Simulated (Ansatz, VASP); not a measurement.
**Two plane-wave programs on La2O3**

```xyz
5
Lattice="3.9356 0.0000 0.0000 -1.9678 3.4083 0.0000 0.0000 0.0000 6.1245" Properties=species:S:1:pos:R:3 pbc="T T T"
La    1.9678    1.1361    4.6172
La    0.0000    2.2722    1.5073
O     1.9678    1.1361    2.1678
O     0.0000    2.2722    3.9567
O     0.0000    0.0000    0.0000
```

Alike in both runs: functional r2SCAN; k mesh 6 × 6 × 4; no spin polarisation.

Ansatz relaxed the structure, and its values are those at the end. VASP's run is a single point on that final structure, the one shown.

|  | VASP | Ansatz |
| --- | --- | --- |
| version | VASP 6.6.1 | Ansatz 0.2.0 |
| potentials or method | VASP PAW PBE potentials, release 64 (La, O), cutoff 520 eV | plane waves, PAW |
| occupations | gaussian, width 0.01 eV | fixed |
| valence electrons in the cell | 40 | 40 |

|  | VASP | Ansatz | Ansatz less VASP |
| --- | --- | --- | --- |
| pressure (GPa) | -0.4 | 0.0 | +0.43 |
| rms of the force components (eV/Å) | 0.011 | 0.003 | -0.0088 |

VASP's potentials were made for PBE, not for r2SCAN.

Neither program's run includes spin-orbit coupling.
